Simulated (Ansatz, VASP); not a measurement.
# Two plane-wave programs on Cu

File POSCAR:

```
Cu
1.0
    0.0000000000      1.8194705475      1.8194705475
    1.8194705475      0.0000000000      1.8194705475
    1.8194705475      1.8194705475      0.0000000000
Cu
1
Direct
    0.0000000000      0.0000000000      0.0000000000
```

File INCAR.step1:

```
SYSTEM = Cu
ALGO     = Normal         ! electronic algorithm
EDIFF    = 1E-5           ! SCF threshold, eV
ENCUT    = 520            ! plane-wave cutoff, eV
GGA      = PE             ! functional
ISIF     = 2              ! what is computed and relaxed
ISMEAR   = -1             ! smearing method
LASPH    = .TRUE.         ! aspherical terms in the spheres
LCHARG   = .FALSE.        ! write CHGCAR
LREAL    = .FALSE.        ! projectors in reciprocal space
LWAVE    = .TRUE.         ! write WAVECAR
NBANDS   = 12             ! bands
NELM     = 60             ! most SCF steps
PREC     = Accurate       ! precision mode
SIGMA    = 0.05           ! smearing width, eV
```

The input INCAR.step2:

```
SYSTEM = Cu
AEXX     = 0.25           ! exact-exchange fraction
ALGO     = Normal         ! electronic algorithm
EDIFF    = 1E-6           ! SCF threshold, eV
ENCUT    = 520            ! plane-wave cutoff, eV
GGA      = PS             ! functional
HFSCREEN = 0.207          ! screening, 1/A
ISIF     = 2              ! what is computed and relaxed
ISMEAR   = -1             ! smearing method
ISTART   = 1            
LASPH    = .TRUE.         ! aspherical terms in the spheres
LCHARG   = .FALSE.        ! write CHGCAR
LHFCALC  = .TRUE.         ! exact exchange
LREAL    = .FALSE.        ! projectors in reciprocal space
LWAVE    = .FALSE.        ! write WAVECAR
NBANDS   = 12             ! bands
NELM     = 60             ! most SCF steps
PREC     = Accurate       ! precision mode
PRECFOCK = Normal       
SIGMA    = 0.05           ! smearing width, eV
```

File KPOINTS:

```
k-points
0
G
  7 7 7
  0 0 0
```

Contents of input.yaml:

```yaml
crystal:
  lattice:
    - [0.0, 1.8194705475, 1.8194705475]
    - [1.8194705475, 0.0, 1.8194705475]
    - [1.8194705475, 1.8194705475, 0.0]
  atoms:
    - { symbol: Cu, position: [0.0, 0.0, 0.0] }
hamiltonian:
  xc:
    exchange: hjs_pbesol
    correlation: pbesol
    exx: { coeff: 0.25, omega: 0.207 }
  pseudopotentials: { kind: paw }
kpoints:
  mp_grid: { grid: [7, 7, 7] }
scf:
  occupations: { method: fermi_dirac, width: 0.05 }
output:
  forces: true
  stress: true
  eigenvalues: true
```

Alike in both runs: task single point; functional PBEsol-based screened hybrid; k mesh 7 × 7 × 7; occupations fermi-dirac, width 0.05 eV; no spin polarisation.

|  | VASP | Ansatz |
| --- | --- | --- |
| version | VASP 6.6.1 | Ansatz 0.2.0 |
| potentials or method | VASP PAW PBE potentials, release 64 (Cu) | Ansatz PAW |
| plane-wave cutoff (eV) | 520 | 420 |
| valence electrons in the cell | 11 | 19 |

```csv
,VASP,Ansatz,Ansatz less VASP
gap on the k mesh at the Fermi level (eV),none,none,-
pressure (GPa),-6.6,-6.7,-0.07
```

VASP's potentials were made for PBE, not for PBEsol-based screened hybrid. A gap of «none» marks a metal or a gap that the smearing closes. VASP's potentials hold 11 valence electrons a cell and Ansatz's 19, so a difference there can come from the potentials and not from the codes.

The k mesh is coarse, so the values compare programs but aren't converged.
